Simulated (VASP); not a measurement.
# MoH2 (P6/mmm) in VASP: further runs, part 2 of 2

VASP 6.6.1. The steps go on from the part before.

## Step 4: Relaxation of cell and atoms, PBE

This run uses another cell than the first one, of 9.96 Å³/atom, 1.444 times its volume.

Input file INCAR:

```
PREC = Accurate
ENCUT = 600
EDIFF = 1E-7
ISMEAR = 0
SIGMA = 0.1
LREAL = False
LASPH = True
NELM = 100
ALGO = Normal
ISIF = 3
LWAVE = False
LCHARG = False
GGA = PE
IBRION = 2
NSW = 90
EDIFFG = -0.04
```

Input file KPOINTS:

```
Automatic mesh
0
Gamma
  6 6 6
```

Input file POSCAR:

```
MoH2
1.0
    3.1376458100      0.0000000000      0.0000000000
   -1.5688229000      2.7172809800      0.0000000000
    0.0000000000      0.0000000000      3.5061945400
H Mo
2 1
Direct
    0.3333333300      0.6666666700      0.5000000000
    0.6666666700      0.3333333300      0.5000000000
    0.0000000000      0.0000000000      0.0000000000
```

Potentials or basis: VASP PAW PBE potentials, release 64 (H, Mo_sv).

On the command line:

```bash
> cat potpaw_PBE.64/H/POTCAR potpaw_PBE.64/Mo_sv/POTCAR > POTCAR
> mpirun -np 1 vasp_std > vasp.out
```

OUTCAR:

```text
PREC = Accurate
   ENCUT = 600
   EDIFF = 1E-7
   ISMEAR = 0
   LREAL = False
   LASPH = True
   NELM = 100
   ISIF = 3
   GGA = PE
   IBRION = 2
   NSW = 90
   EDIFFG = -0.04

 ion  position               nearest neighbor table
   1  0.333  0.667  0.500-
   2  0.667  0.333  0.500-
   3  0.000  0.000  0.000-

  LATTYP: Found a hexagonal cell.
 ALAT       =     3.1376458100
 C/A-ratio  =     1.1174602719

  Lattice vectors:

 A1 = (   3.1376458100,   0.0000000000,   0.0000000000)
 A2 = (  -1.5688229000,   2.7172809800,   0.0000000000)
 A3 = (   0.0000000000,   0.0000000000,   3.5061945400)

Analysis of symmetry for initial positions (statically):
=====================================================================
 Subroutine PRICEL returns:
 Original cell was already a primitive cell.

 Routine SETGRP: Setting up the symmetry group for a
[... 186 lines left out ...]
      4     -28.8607      2.00000
      5      -3.1002      2.00000
      6       3.5652      2.00000
      7       5.6044      2.00000
      8       5.6044      2.00000
      9       7.5110      0.00000
     10       7.5110      0.00000
     11      10.1933      0.00000
     12      12.0516      0.00000
[... 529 lines left out ...]
--------------------------------------- Ionic step        6  -------------------------------------------

 number of electron      16.0000000 magnetization

 Free energy of the ion-electron system (eV)
  ---------------------------------------------------
  ext. energy  EPLUGINS =         0.00000000
  ---------------------------------------------------
  free energy    TOTEN  =       -15.75402806 eV

  energy without entropy =      -15.74009855  energy(sigma->0) =      -15.74706331

 E-fermi :  10.7733     XC(G=0): -12.9330

 val. band max:       10.6826864387   @ k =   0.3333   0.1667   0.3333
 cond. band min:      10.7754030342   @ k =   0.1667   0.0000   0.3333
 fundamental gap:      0.0927165955
 Fermi energy:        10.7732998755

 k-point     1 :       0.0000    0.0000    0.0000
  band No.  band energies     occupation
      1     -50.3033      2.00000
      2     -24.2653      2.00000
      3     -23.8288      2.00000
      4     -23.8288      2.00000
      5      -1.3964      2.00000
      6       6.7600      2.00000
      7       9.5940      2.00000
      8       9.5940      2.00000
      9      13.1422      0.00000
     10      13.1422      0.00000
     11      14.9846      0.00000
     12      18.8189      0.00000
[... 375 lines left out ...]
  FREE ENERGIE OF THE ION-ELECTRON SYSTEM (eV)
  ---------------------------------------------------
  free  energy   TOTEN  =       -15.7540280619 eV

  energy  without entropy=      -15.7400985516  energy(sigma->0) =      -15.74706331

 reached required accuracy - stopping structural energy minimisation
```

CONTCAR:

```text
MoH2
   1.00000000000000
     2.8274399907618619   -0.0000000006036144   -0.0000000000000000
    -1.4137199913980052    2.4486348602974757   -0.0000000000000000
     0.0000000000000000   -0.0000000000000000    2.9876028412875550
  H               Mo
     2     1
Direct
     0.3333333300000021    0.6666666699999979    0.5000000000000000
     0.6666666699999979    0.3333333300000021    0.5000000000000000
     1.0000000000000000    0.0000000000000000    1.0000000000000000

  0.00000000E+00  0.00000000E+00  0.00000000E+00
  0.00000000E+00  0.00000000E+00  0.00000000E+00
  0.00000000E+00  0.00000000E+00  0.00000000E+00
```

It took 1.9 min on 1 thread of Intel Xeon 6975P-C, shared host; peak memory 0.17 GiB.

What came out:

```yaml
Free_energy: -15.7540 eV
Relaxed_volume: 6.89 Å³/atom
Relaxed_cell: a = 2.827 Å, b = 2.827 Å, c = 2.988 Å, α = 90.00°, β = 90.00°, γ = 120.00°
Space_group_after_relaxing_to_0.05_Å: P6/mmm (No. 191)
Energy_gained_by_relaxing: 467.1 meV/atom
Ionic_steps: 6
Pressure_after_relaxing: 0.3 GPa
Band_gap_on_the_k_mesh: zero (band 8 reaches 10.93 eV, above the bottom of band 9 at 9.89 eV)
```

Step by step:
```tsv
step	energy change (eV)	largest force (eV/Å)	pressure (GPa)	volume (Å³)
1	0.0000	0.0000	-35.87	29.89
2	-1.3580	0.0000	-3.14	21.24
3	-1.3613	0.0000	-0.28	20.94
4	-1.3925	0.0000	-0.21	20.81
5	-1.4007	0.0000	0.20	20.71
6	-1.4012	0.0000	0.33	20.68
```

Final structure:
```
CELL_PARAMETERS angstrom
2.82744 0.00000 0.00000
-1.41372 2.44863 0.00000
0.00000 0.00000 2.98760
ATOMIC_POSITIONS crystal
H 0.33333 0.66667 0.50000
H 0.66667 0.33333 0.50000
Mo 0.00000 0.00000 0.00000
```

Levels at points of the mesh, in eV from the Fermi level:
```csv
k point,band 4,band 5,band 6,band 7,band 8,band 9,band 10,band 11,band 12
"(0.00, 0.00, 0.00)",-34.60,-12.17,-4.01,-1.18,-1.18,2.37,2.37,4.21,8.05
"(0.50, 0.00, 0.00)",-34.84,-7.16,-6.71,-3.09,-1.44,1.61,3.63,4.93,9.43
"(0.00, 0.00, 0.50)",-34.57,-9.40,-5.03,-0.69,-0.69,0.74,0.74,4.12,5.63
"(0.50, 0.00, 0.50)",-34.80,-9.10,-4.07,-2.84,-0.69,3.44,3.76,3.79,6.21
```

Caveat: the k points lie up to 0.43 Å⁻¹ apart in the final cell; the volume moved by over 15 % at a fixed basis, so the end points are rough.

## Step 5: Summary

| task | cell | cutoff (eV) | gap on the mesh (eV) | pressure (GPa) |
| --- | --- | --- | --- | --- |
| single point | a = 2.830, b = 2.830, c = 2.984 Å, angles 90.0, 90.0, 120.0°, 3 atoms | 520 | none | -0.1 |
| single point | a = 3.138, b = 3.138, c = 3.506 Å, angles 90.0, 90.0, 120.0°, 3 atoms | 520 | none | -35.9 |
| relaxation of cell and atoms | relaxed from a = 3.138, b = 3.138, c = 3.506 Å, angles 90.0, 90.0, 120.0°, 3 atoms | 600 | none | 0.3 |

Alike in all rows: level PBE; potentials or basis VASP PAW PBE potentials, release 64 (H, Mo_sv); no spin polarisation; k mesh 6 × 6 × 6; smearing gaussian 0.1 eV.

Caveats: all runs use coarse meshes; the volume moved by over 15 % at a fixed basis, so the end points are rough (some runs).

Total energies depend on the potentials used, so only differences within one code and one set of settings carry meaning.
